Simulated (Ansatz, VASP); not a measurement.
## CuO: VASP beside Ansatz

INCAR

```
PREC     = Accurate       # precision mode
ENCUT    = 700            # plane-wave cutoff, eV
EDIFF    = 1E-6           # SCF threshold, eV
ISMEAR   = -1             # smearing method
SIGMA    = 0.05           # smearing width, eV
LREAL    = F              # projectors in reciprocal space
LASPH    = T              # aspherical terms in the spheres
NELM     = 120            # most SCF steps
ALGO     = Normal         # electronic algorithm
ISIF     = 2              # what is computed and relaxed
LWAVE    = F              # write WAVECAR
LCHARG   = F              # write CHGCAR
GGA      = RP             # functional
NBANDS   = 33             # bands
GGA_COMPAT= F
```

Contents of KPOINTS:

```
regular mesh
0
Gamma
  10 10 5
```

POSCAR

```
CuO
1.0
    2.3601779360     -1.7247473506      0.0000000000
    2.3601779360      1.7247473506      0.0000000000
   -0.8662535568      0.0000000000      5.0929435705
Cu O
2 2
Direct
    0.4968000000      0.0032000000      0.5000000000
    0.0032000000      0.4968000000      0.0000000000
    0.4056000000      0.5714000000      0.7537000000
    0.5714000000      0.4056000000      0.2537000000
```

input.yaml

```yaml
crystal:
  lattice:
    - [2.360177936, -1.7247473506, 0.0]
    - [2.360177936, 1.7247473506, 0.0]
    - [-0.8662535568, 0.0, 5.0929435705]
  atoms:
    - { symbol: Cu, position: [0.4968, 0.0032, 0.5] }
    - { symbol: Cu, position: [0.0032, 0.4968, 0.0] }
    - { symbol: O, position: [0.4056, 0.5714, 0.7537] }
    - { symbol: O, position: [0.5714, 0.4056, 0.2537] }
hamiltonian:
  xc: rpbe
  pseudopotentials: { kind: paw }
kpoints:
  mp_grid: { grid: [10, 10, 5] }
scf:
  occupations: { method: fermi_dirac, width: 0.05 }
output:
  forces: true
  stress: true
  eigenvalues: true
```

Alike in both runs: task single point; functional RPBE; k mesh 10 × 10 × 5; occupations fermi-dirac, width 0.05 eV; no spin polarisation.

|  | VASP | Ansatz |
| --- | --- | --- |
| version | VASP 6.6.1 | Ansatz 0.2.0 |
| potentials or method | VASP PAW PBE potentials, release 64 (Cu_sv_GW, O) | Ansatz PAW |
| plane-wave cutoff (eV) | 700 | 420 |
| valence electrons in the cell | 50 | 50 |

Ansatz gave:

- gap on the k mesh at the Fermi level (eV): none
- pressure (GPa): 7.6
- traceless stress, the component that is largest in VASP (GPa): -1.68
- rms of the force components (eV/Å): 0.415

**Question.** Which values does VASP return?

**Answer.** gap on the k mesh at the Fermi level (eV): none; pressure (GPa): 4.6; traceless stress, the component that is largest in VASP (GPa): -1.64; rms of the force components (eV/Å): 0.418.

VASP's potentials were made for PBE, not for RPBE. Atom by atom the forces differ by 0.004 eV/Å (rms over components). A gap of «none» marks a metal or a gap that the smearing closes.
